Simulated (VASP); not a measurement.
# BaTiO3 (Pm-3m) in VASP: notebook, part 2 of 2

VASP 6.6.1. Earlier steps stand in the parts before.

## Step 3: Single point, r2SCAN

Contents of POSCAR:

```
BaTiO3
1.0
    3.9939731290      0.0000000000      0.0000000000
    0.0000000000      3.9939731290      0.0000000000
    0.0000000000      0.0000000000      3.9939731290
Ba O Ti
1 3 1
Direct
    0.0000000000      0.0000000000      0.0000000000
    0.5000000000      0.5000000000      0.0000000000
    0.0000000000      0.5000000000      0.5000000000
    0.5000000000      0.0000000000      0.5000000000
    0.5000000000      0.5000000000      0.5000000000
```

Contents of INCAR.step1:

```
  PREC = Accurate
  ENCUT = 520
  ISMEAR = -4
  SIGMA = 0.1
  LREAL = F
  LASPH = T
  NELM = 80
  NBANDS = 28
  GGA = PE
  ALGO = Normal
  EDIFF = 1E-4
  LWAVE = T
  LCHARG = F
```

Contents of INCAR.step2:

```
  PREC = Accurate
  ENCUT = 520
  EDIFF = 1E-6
  ISMEAR = -4
  SIGMA = 0.1
  LREAL = F
  LASPH = T
  NELM = 80
  ALGO = Normal
  ISIF = 2
  LWAVE = F
  LCHARG = F
  METAGGA = R2SCAN
  LMIXTAU = T
  NBANDS = 28
  ISTART = 1
```

Contents of KPOINTS:

```
Automatic mesh
0
Gamma
  5 5 5
```

Potentials or basis: VASP PAW PBE potentials, release 64 (Ba_sv, O, Ti_sv).

Run with:

```bash
> cat potpaw_PBE.64/Ba_sv/POTCAR potpaw_PBE.64/O/POTCAR potpaw_PBE.64/Ti_sv/POTCAR > POTCAR
> cp INCAR.step1 INCAR
> mpirun -np 1 vasp_std > vasp.out
> cp INCAR.step2 INCAR
> mpirun -np 1 vasp_std > vasp.out
```

OUTCAR:

```text
PREC = Accurate
   ENCUT = 520
   EDIFF = 1E-6
   ISMEAR = -4
   LREAL = F
   LASPH = T
   NELM = 80
   ISIF = 2
   METAGGA = R2SCAN
   ISTART = 1

 ion  position               nearest neighbor table
   1  0.000  0.000  0.000-   2 2.82   3 2.82   4 2.82   3 2.82   4 2.82   2 2.82   3 2.82   3 2.82
                             2 2.82   4 2.82   4 2.82   2 2.82   5 3.46   5 3.46   5 3.46   5 3.46
   2  0.500  0.500  0.000-   5 2.00   5 2.00   1 2.82   1 2.82   1 2.82   1 2.82
   3  0.000  0.500  0.500-   5 2.00   5 2.00   1 2.82   1 2.82   1 2.82   1 2.82
   4  0.500  0.000  0.500-   5 2.00   5 2.00   1 2.82   1 2.82   1 2.82   1 2.82
   5  0.500  0.500  0.500-   2 2.00   3 2.00   4 2.00   2 2.00   4 2.00   3 2.00   1 3.46   1 3.46
                             1 3.46   1 3.46   1 3.46   1 3.46   1 3.46   1 3.46

  LATTYP: Found a simple cubic cell.
 ALAT       =     3.9939731290

  Lattice vectors:

 A1 = (   3.9939731290,   0.0000000000,   0.0000000000)
 A2 = (   0.0000000000,   3.9939731290,   0.0000000000)
 A3 = (   0.0000000000,   0.0000000000,   3.9939731290)

Analysis of symmetry for initial positions (statically):
=====================================================================
[... 170 lines left out ...]
 fundamental gap:      2.2659083954
 Fermi energy:         3.5523608658

 k-point     1 :       0.0000    0.0000    0.0000
  band No.  band energies     occupation
      1     -55.2756      2.00000
      2     -30.4369      2.00000
      3     -30.4369      2.00000
      4     -30.4369      2.00000
      5     -21.8745      2.00000
      6     -14.2925      2.00000
[... 299 lines left out ...]
     27      11.7174      0.00000
     28      11.7174      0.00000

------------------------ aborting loop because EDIFF is reached ----------------------------------------

  FORCE on cell =-STRESS in cart. coord.  units (eV):
  Direction    XX          YY          ZZ          XY          YZ          ZX
  --------------------------------------------------------------------------------------
  -------------------------------------------------------------------------------------
  Total        0.7928136      0.7928136      0.7928136      0.0000000      0.0000000      0.0000000
  in kB       19.9372968     19.9372968     19.9372968      0.0000000      0.0000000      0.0000000
  external PRESSURE =      19.9372968 kB  Pullay stress =       0.0000000 kB

 VOLUME and BASIS-vectors are now :
 -----------------------------------------------------------------------------
  energy-cutoff  :      520.00
  volume of cell :       63.71
      direct lattice vectors                 reciprocal lattice vectors
     3.993973129  0.000000000  0.000000000     0.250377248  0.000000000  0.000000000
     0.000000000  3.993973129  0.000000000     0.000000000  0.250377248  0.000000000
     0.000000000  0.000000000  3.993973129     0.000000000  0.000000000  0.250377248

 POSITION                                       TOTAL-FORCE (eV/Angst)
 -----------------------------------------------------------------------------------
      0.00000      0.00000      0.00000         0.000000      0.000000      0.000000
      1.99699      1.99699      0.00000         0.000000      0.000000      0.000000
      0.00000      1.99699      1.99699         0.000000      0.000000      0.000000
      1.99699      0.00000      1.99699         0.000000      0.000000      0.000000
      1.99699      1.99699      1.99699         0.000000      0.000000      0.000000
 -----------------------------------------------------------------------------------
    total drift:                                0.000000      0.000000     -0.000000

  FREE ENERGIE OF THE ION-ELECTRON SYSTEM (eV)
  ---------------------------------------------------
  free  energy   TOTEN  =       -74.2274398040 eV

  energy  without entropy=      -74.2274398040  energy(sigma->0) =      -74.22743980
```

Run time: 46 s. Hardware: 1 thread of AMD EPYC 9R45 (Zen 5), shared host; peak memory 0.15 GiB.

Results:

| Property | Result |
| --- | --- |
| Free energy | -74.2274 eV |
| Pressure | 2.0 GPa |
| Band gap on the k mesh | 2.27 eV (least direct gap 2.30 eV) |

Caveat: the PAW data sets were made with another functional, which shifts forces and pressure a little; spin-orbit coupling is left out, which moves the levels of the heavy elements; an odd mesh through Γ misses points on the zone boundary, where band edges can lie. r2SCAN opens gaps a little over a GGA but as a rule still falls short of measured ones.

## Step 4: Single point, r2SCAN

Edit POSCAR of step 3 so:

```diff
@@ -2,5 +2,5 @@
 1.0
-    3.9939731290      0.0000000000      0.0000000000
-    0.0000000000      3.9939731290      0.0000000000
-    0.0000000000      0.0000000000      3.9939731290
+    3.9944818529      0.0000000000      0.0000000000
+    0.0000000000      3.9944818529      0.0000000000
+    0.0000000000      0.0000000000      3.9944818529
 Ba O Ti
```

Contents of INCAR.step1:

```
ALGO     = Normal         # electronic algorithm
EDIFF    = 1E-4           # SCF threshold, eV
ENCUT    = 520            # plane-wave cutoff, eV
GGA      = PE             # functional
ISMEAR   = 1              # smearing method
LASPH    = T              # aspherical terms in the spheres
LCHARG   = F              # write CHGCAR
LREAL    = F              # projectors in reciprocal space
LWAVE    = T              # write WAVECAR
NBANDS   = 28             # bands
NELM     = 80             # most SCF steps
PREC     = Accurate       # precision mode
SIGMA    = 0.1            # smearing width, eV
```

Contents of INCAR.step2:

```
ALGO     = Normal         # electronic algorithm
EDIFF    = 1E-6           # SCF threshold, eV
ENCUT    = 520            # plane-wave cutoff, eV
ISIF     = 2              # what is computed and relaxed
ISMEAR   = 1              # smearing method
ISTART   = 1            
LASPH    = T              # aspherical terms in the spheres
LCHARG   = T              # write CHGCAR
LELF     = T              # ELF
LMIXTAU  = T            
LREAL    = F              # projectors in reciprocal space
LVHAR    = T            
LWAVE    = F              # write WAVECAR
METAGGA  = R2SCAN         # meta-GGA
NBANDS   = 28             # bands
NELM     = 80             # most SCF steps
PREC     = Accurate       # precision mode
SIGMA    = 0.1            # smearing width, eV
```

Contents of KPOINTS:

```
k-points
0
Gamma
  5 5 5
```

Run with:

```bash
> cat potpaw_PBE.64/Ba_sv/POTCAR potpaw_PBE.64/O/POTCAR potpaw_PBE.64/Ti_sv/POTCAR > POTCAR
> cp INCAR.step1 INCAR
> mpirun -np 1 vasp_std > vasp.out
> cp INCAR.step2 INCAR
> mpirun -np 1 vasp_std > vasp.out
```

Run time: 46 s. Hardware: 1 thread of AMD EPYC 9R45 (Zen 5), shared host; peak memory 0.15 GiB.

It converged, with:

```yaml
Free_energy: -74.2264 eV
Pressure: 1.9 GPa
Band_gap_on_the_k_mesh: 2.27 eV (least direct gap 2.30 eV)
```

Levels at points of the mesh, in eV from the valence-band top:
| k point | band 18 | band 19 | band 20 | band 21 | band 22 | band 23 |
| --- | --- | --- | --- | --- | --- | --- |
| (0.00, 0.00, 0.00) | -0.03 | -0.03 | -0.03 | 2.27 | 2.27 | 2.27 |

Caveat: the PAW data sets were made with another functional, which shifts forces and pressure a little; spin-orbit coupling is left out, which moves the levels of the heavy elements; an odd mesh through Γ misses points on the zone boundary, where band edges can lie.

## Step 5: The runs side by side

| smearing | gap on the mesh (eV) | pressure (GPa) |
| --- | --- | --- |
| fermi-dirac 0.1 eV | 2.27 | 2.0 |
| tetrahedron | 2.27 | 2.0 |
| methfessel-paxton 0.1 eV | 2.27 | 1.9 |

Alike in all rows: task single point; level r2SCAN; potentials or basis VASP PAW PBE potentials, release 64 (Ba_sv, O, Ti_sv); no spin polarisation; cell a = 3.994 Å, 5 atoms; k mesh 5 × 5 × 5; cutoff (eV) 520.

Caveats: the PAW data sets were made with another functional, which shifts forces and pressure a little; spin-orbit coupling is left out, which moves the levels of the heavy elements; an odd mesh through Γ misses points on the zone boundary, where band edges can lie.

Absolute energies hang on the potentials; compare differences alone.
